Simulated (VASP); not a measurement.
# CdSe (F-43m) in VASP: notebook

CdSe is run at these levels: PBEsol; tasks: single point.

Everything below comes from runs of VASP 6.6.1. Logs are shortened: lines on timing, memory, paths and dates and some standing lists are left out, and cuts for length are marked.

### 1 The cell of the first run

The structure is cubic, space group F-43m (No. 216). The conventional cell has a = 5.520 Å, b = 5.520 Å, c = 5.520 Å, α = 90.00°, β = 90.00°, γ = 90.00°. Cd (site symmetry -43m) has 4 Se at 2.39 Å within 3.2 Å. Within 3.2 Å of Se (site symmetry -43m) lie 4 Cd at 2.39 Å.

### 2 Single point, PBEsol

File INCAR:

```
SYSTEM = CdSe
PREC = Accurate ; ENCUT = 520
EDIFF = 1E-6 ; ISMEAR = -1
SIGMA = 0.05 ; LREAL = .FALSE.
LASPH = .TRUE. ; NELM = 100
ALGO = Normal ; ISIF = 2
LWAVE = .FALSE. ; LCHARG = .FALSE.
GGA = PS ; NBANDS = 16
```

File KPOINTS:

```
Automatic mesh
0
G
  8 8 8
  0 0 0
```

File POSCAR:

```
CdSe
1.0
    0.0000000000      2.7599430553      2.7599430553
    2.7599430553      0.0000000000      2.7599430553
    2.7599430553      2.7599430553      0.0000000000
Cd Se
1 1
Direct
    0.0000000000      0.0000000000      0.0000000000
    0.2500000000      0.2500000000      0.2500000000
```

Potentials or basis: VASP PAW PBE potentials, release 64 (Cd, Se).

Run with:

```console
> cat potpaw_PBE.64/Cd/POTCAR potpaw_PBE.64/Se/POTCAR > POTCAR
> mpirun -np 1 vasp_std > vasp.out
```

OUTCAR:

```text
SYSTEM = CdSe
   PREC = Accurate
   ENCUT = 520
   EDIFF = 1E-6
   ISMEAR = -1
   LREAL = .FALSE.
   LASPH = .TRUE.
   NELM = 100
   ISIF = 2
   GGA = PS

 ion  position               nearest neighbor table
   1  0.000  0.000  0.000-   2 2.39   2 2.39   2 2.39   2 2.39
   2  0.250  0.250  0.250-   1 2.39   1 2.39   1 2.39   1 2.39

  LATTYP: Found a face centered cubic cell.
 ALAT       =     5.5198861106

  Lattice vectors:

 A1 = (   0.0000000000,   2.7599430553,   2.7599430553)
 A2 = (   2.7599430553,   0.0000000000,   2.7599430553)
 A3 = (   2.7599430553,   2.7599430553,   0.0000000000)

Analysis of symmetry for initial positions (statically):
=====================================================================
 Subroutine PRICEL returns:
 Original cell was already a primitive cell.

 Routine SETGRP: Setting up the symmetry group for a
 face centered cubic supercell.

 Subroutine GETGRP returns: Found 24 space group operations
 (whereof 24 operations were pure point group operations)
 out of a pool of 48 trial point group operations.

The static configuration has the point symmetry T_d .

Analysis of symmetry for dynamics (positions and initial velocities):
=====================================================================
 Subroutine PRICEL returns:
 Original cell was already a primitive cell.

 Routine SETGRP: Setting up the symmetry group for a
 face centered cubic supercell.

 Subroutine GETGRP returns: Found 24 space group operations
 (whereof 24 operations were pure point group operations)
 out of a pool of 48 trial point group operations.

The dynamic configuration has the point symmetry T_d .

 Subroutine INISYM returns: Found 24 space group operations
 (whereof 24 operations are pure point group operations),
 and found     1 'primitive' translations

----------------------------------------------------------------------------------------

                                     Primitive cell

  volume of cell :      42.0465

  direct lattice vectors                    reciprocal lattice vectors
     0.000000000  2.759943055  2.759943055    -0.181163158  0.181163158  0.181163158
     2.759943055  0.000000000  2.759943055     0.181163158 -0.181163158  0.181163158
     2.759943055  2.759943055  0.000000000     0.181163158  0.181163158 -0.181163158

  length of vectors
     3.903148900  3.903148900  3.903148900     0.313783794  0.313783794  0.313783794

  position of ions in fractional coordinates (direct lattice)
     0.000000000  0.000000000  0.000000000
     0.250000000  0.250000000  0.250000000

  ion indices of the primitive-cell ions
   primitive index   ion index
                 1           1
                 2           2

----------------------------------------------------------------------------------------

 KPOINTS: Automatic mesh

Automatic generation of k-mesh.
 Grid dimensions read from file:
 generate k-points for:    8    8    8

 Generating k-lattice:

  Cartesian coordinates                     Fractional coordinates (reciprocal lattice)
    -0.022645395  0.022645395  0.022645395     0.125000000  0.000000000  0.000000000
     0.022645395 -0.022645395  0.022645395     0.000000000  0.125000000  0.000000000
     0.022645395  0.022645395 -0.022645395     0.000000000  0.000000000  0.125000000

  Length of vectors
     0.039222974  0.039222974  0.039222974

  Shift w.r.t. Gamma in fractional coordinates (k-lattice)
     0.000000000  0.000000000  0.000000000

 Subroutine IBZKPT returns following result:
 ===========================================

 Found     29 irreducible k-points:

 Following reciprocal coordinates:
            Coordinates               Weight
  0.000000  0.000000  0.000000      1.000000
  0.125000  0.000000  0.000000      8.000000
  0.250000  0.000000  0.000000      8.000000
  0.375000  0.000000  0.000000      8.000000
  0.500000  0.000000  0.000000      4.000000
  0.125000  0.125000  0.000000      6.000000
[... 16 lines left out ...]
  0.500000  0.250000  0.125000     48.000000
 -0.375000  0.250000  0.125000     24.000000
 [... further k-points ...]
   k-points           NKPTS =     29   k-points in BZ     NKDIM =     29   number of bands    NBANDS=     16
   number of dos      NEDOS =    301   number of ions     NIONS =      2
   total plane-waves  NPLWV =  27000
   dimension x,y,z NGX =    30 NGY =   30 NGZ =   30
   dimension x,y,z NGXF=    60 NGYF=   60 NGZF=   60
   ions per type =               1   1
   NGX,Y,Z   is equivalent  to a cutoff of  12.78, 12.78, 12.78 a.u.
   NGXF,Y,Z  is equivalent  to a cutoff of  25.56, 25.56, 25.56 a.u.
 SYSTEM =  CdSe
   PREC   = accura    normal or accurate (medium, high low for compatibility)
   ISTART =      0    job   : 0-new  1-cont  2-samecut
   ICHARG =      2    charge: 1-file 2-atom 10-const
   ISPIN  =      1    spin polarized calculation?
   LNONCOLLINEAR =      F non collinear calculations
   LSORBIT =      F    spin-orbit coupling
   LASPH  =      T    aspherical Exc in radial PAW
   ENCUT  =  520.0 eV  38.22 Ry    6.18 a.u.   7.26  7.26  7.26*2*pi/ulx,y,z
   NELM   =    100;   NELMIN=  2; NELMDL= -5     # of ELM steps
   EDIFF  = 0.1E-05   stopping-criterion for ELM
   LREAL  =      F    real-space projection
   EDIFFG = 0.1E-04   stopping-criterion for IOM
   NSW    =      0    number of steps for IOM
   IBRION =     -1    ionic relax: 0-MD 1-quasi-New 2-CG
   NFREE  =      0    steps in history (QN), initial steepest desc. (CG)
   ISIF   =      2    stress and relaxation
   ISYM   =      2    0-nonsym 1-usesym 2-fastsym
   POTIM  = 0.5000    time-step for ionic-motion
   TEBEG  =    0.0;   TEEND  =   0.0 temperature during run
   PSTRESS=    0.0 pullay stress
   NELECT =      18.0000    total number of electrons
   NUPDOWN=      -1.0000    fix difference up-down
   EMIN   =  10.00;   EMAX   =-10.00  energy-range for DOS
   EFERMI =   0.00;   METHOD = LEGACY
   ISMEAR =    -1;   SIGMA  =   0.05  broadening in eV -4-tet -1-fermi 0-gaus
   EFERMI_NEDOS =   21; number of points for ismear=-14 and -15
   IALGO  =     38    algorithm
   IMIX   =      4    mixing-type and parameters
     AMIX     =   0.40;   BMIX     =  1.00
     AMIX_MAG =   1.60;   BMIX_MAG =  1.00
  volume/ion in A,a.u.               =      21.02       141.87
  Fermi-wavevector in a.u.,A,eV,Ry     =   1.233831  2.331602 20.712666  1.522338
  Thomas-Fermi vector in A             =   2.368545
   LORBIT       =      0    0 simple, 1 ext, 2 COOP (PROOUT), +10 PAW based schemes
   GGA     = PS    functional components
   LHFCALC =     F    Hartree Fock is set to
   AEXX    =    0.0000 exact exchange contribution
   IVDW    =     0    specifies the selected vdW correction
   LEPSILON=     F    determine dielectric tensor
   LRPA    =     F    only Hartree local field effects (RPA)
 non-spin polarized calculation
  energy-cutoff  :      520.00
  volume of cell :       42.05
 maximum number of plane-waves:      1158
 NGX is ok and might be reduce to    30
   NGX = 15   NGY = 15   NGZ = 15

 number of electron      18.0000005 magnetization

 Free energy of the ion-electron system (eV)
  ---------------------------------------------------
  ext. energy  EPLUGINS =         0.00000000
  ---------------------------------------------------
  free energy    TOTEN  =        -5.11089646 eV

  energy without entropy =       -5.11089615  energy(sigma->0) =       -5.11089630

 E-fermi :   4.2008     XC(G=0): -10.4943

 val. band max:        3.6642655752   @ k =   0.0000   0.0000   0.0000
 cond. band min:       4.6792585413   @ k =   0.0000   0.0000   0.0000
 fundamental gap:      1.0149929661
 Fermi energy:         4.2008250131

 k-point     1 :       0.0000    0.0000    0.0000
  band No.  band energies     occupation
      1     -11.1308      2.00000
      2      -5.8248      2.00000
      3      -5.8248      2.00000
      4      -5.8248      2.00000
      5      -5.0293      2.00000
      6      -5.0293      2.00000
[... 8 lines left out ...]
     15      15.3472      0.00000
     16      15.3472      0.00000

 k-point     2 :       0.1250    0.0000    0.0000
  band No.  band energies     occupation
      1     -11.0306      2.00000
      2      -5.7895      2.00000
      3      -5.7895      2.00000
      4      -5.7739      2.00000
      5      -5.0329      2.00000
      6      -5.0329      2.00000
[... 8 lines left out ...]
     15      14.2018      0.00000
     16      14.7097      0.00000

 k-point     3 :       0.2500    0.0000    0.0000
  band No.  band energies     occupation
      1     -10.7834      2.00000
      2      -5.7129      2.00000
      3      -5.7129      2.00000
      4      -5.5512      2.00000
      5      -5.0281      2.00000
      6      -5.0281      2.00000
[... 8 lines left out ...]
     15      13.9446      0.00000
     16      13.9768      0.00000

 k-point     4 :       0.3750    0.0000    0.0000
  band No.  band energies     occupation
      1     -10.5313      2.00000
      2      -5.6539      2.00000
      3      -5.6539      2.00000
      4      -5.0195      2.00000
      5      -4.9975      2.00000
      6      -4.9975      2.00000
[... 8 lines left out ...]
     15      15.1616      0.00000
     16      15.1616      0.00000
[... 324 lines left out ...]
 k-point    22 :       0.3750    0.2500    0.1250
  band No.  band energies     occupation
      1     -10.5995      2.00000
      2      -5.6518      2.00000
      3      -5.5948      2.00000
      4      -5.4405      2.00000
      5      -5.0459      2.00000
      6      -4.9500      2.00000
[... 8 lines left out ...]
     15      16.0224      0.00000
     16      17.3524      0.00000

 k-point    23 :       0.5000    0.2500    0.1250
  band No.  band energies     occupation
      1     -10.4003      2.00000
      2      -5.5888      2.00000
      3      -5.5392      2.00000
      4      -5.1983      2.00000
      5      -4.9888      2.00000
      6      -4.6831      2.00000
[... 8 lines left out ...]
     15      16.5199      0.00000
     16      17.1496      0.00000

 k-point    24 :      -0.3750    0.2500    0.1250
  band No.  band energies     occupation
      1     -10.3188      2.00000
      2      -5.5837      2.00000
      3      -5.5089      2.00000
      4      -5.0990      2.00000
      5      -5.0004      2.00000
      6      -4.2637      2.00000
[... 8 lines left out ...]
     15      15.8523      0.00000
     16      17.3311      0.00000

 [... further k-points ...]
[... 5 lines left out ...]
  --------------------------------------------------------------------------------------
  -------------------------------------------------------------------------------------
  Total        8.1733201      8.1733201      8.1733201      0.0000000     -0.0000000      0.0000000
  in kB      311.4431128    311.4431128    311.4431128      0.0000000     -0.0000000      0.0000000
  external PRESSURE =     311.4431128 kB  Pullay stress =       0.0000000 kB

 VOLUME and BASIS-vectors are now :
 -----------------------------------------------------------------------------
  energy-cutoff  :      520.00
  volume of cell :       42.05
      direct lattice vectors                 reciprocal lattice vectors
     0.000000000  2.759943055  2.759943055    -0.181163158  0.181163158  0.181163158
     2.759943055  0.000000000  2.759943055     0.181163158 -0.181163158  0.181163158
     2.759943055  2.759943055  0.000000000     0.181163158  0.181163158 -0.181163158

 POSITION                                       TOTAL-FORCE (eV/Angst)
 -----------------------------------------------------------------------------------
      0.00000      0.00000      0.00000         0.000000      0.000000      0.000000
      1.37997      1.37997      1.37997        -0.000000     -0.000000     -0.000000
 -----------------------------------------------------------------------------------
    total drift:                               -0.000000     -0.000000     -0.000000

  FREE ENERGIE OF THE ION-ELECTRON SYSTEM (eV)
  ---------------------------------------------------
  free  energy   TOTEN  =        -5.1108964567 eV

  energy  without entropy=       -5.1108961483  energy(sigma->0) =       -5.11089630
```

Run time: 18 s. Hardware: 1 thread of Intel Xeon Platinum 8488C (Sapphire Rapids), shared host; peak memory 0.17 GiB.

What came out:

| Quantity | Value |
| --- | --- |
| Free energy | -5.1109 eV |
| Pressure | 31.1 GPa |
| Band gap on the k mesh | 1.01 eV, direct |

Caveat: the PAW data sets were made with another functional, which shifts forces and pressure a little.

(Continued in part 2 of 3.)
